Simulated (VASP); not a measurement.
Input of a VASP 6.6.1 run:

File POSCAR:

```
Sb
1.0
    0.0000000000      2.3864604735      2.3864604735
    2.3864604735      0.0000000000      2.3864604735
    2.3864604735      2.3864604735      0.0000000000
Sb
1
Direct
    0.0000000000      0.0000000000      0.0000000000
```

INCAR.step1

```
SYSTEM = Sb
PREC = Accurate
ENCUT = 600
ISMEAR = -1
SIGMA = 0.1
LREAL = .False.
LASPH = .True.
NELM = 100
GGA = PE
ALGO = Normal
EDIFF = 1E-4
LWAVE = .True.
LCHARG = .False.
```

Contents of INCAR.step2:

```
SYSTEM = Sb
PREC = Accurate
ENCUT = 600
EDIFF = 1E-6
ISMEAR = -1
SIGMA = 0.1
LREAL = .False.
LASPH = .True.
NELM = 100
ALGO = Normal
ISIF = 3
LWAVE = .False.
LCHARG = .False.
METAGGA = R2SCAN
LMIXTAU = .True.
IBRION = 2
NSW = 80
EDIFFG = -0.01
ISTART = 1
```

The input KPOINTS:

```
Automatic mesh
0
Gamma
  11 11 11
  0 0 0
```

Potentials or basis: VASP PAW PBE potentials, release 64 (Sb).

Launch:

```bash
$ cat potpaw_PBE.64/Sb/POTCAR > POTCAR
$ cp INCAR.step1 INCAR
$ mpirun -np 1 vasp_std > vasp.out
$ cp INCAR.step2 INCAR
$ mpirun -np 1 vasp_std > vasp.out
```

Q: Estimate the relaxed cell.

A: a = 3.372 Å, b = 3.372 Å, c = 3.372 Å, α = 60.00°, β = 60.00°, γ = 60.00°.

Q: Predict the relaxed volume.

A: 27.12 Å³/atom.

Q: Predict the space group after relaxing (to 0.05 Å).

A: Fm-3m (No. 225).

Final structure:
```cif
data_structure
_symmetry_space_group_name_H-M 'P 1'
_symmetry_Int_Tables_number 1
_cell_length_a 3.3723
_cell_length_b 3.3723
_cell_length_c 3.3723
_cell_angle_alpha 60.000
_cell_angle_beta 60.000
_cell_angle_gamma 60.000
_cell_volume 27.12
loop_
_atom_site_label
_atom_site_type_symbol
_atom_site_fract_x
_atom_site_fract_y
_atom_site_fract_z
_atom_site_occupancy
Sb1 Sb 0.00000 0.00000 0.00000 1
```

Caveat: the PAW data sets were made with another functional, which shifts forces and pressure a little.
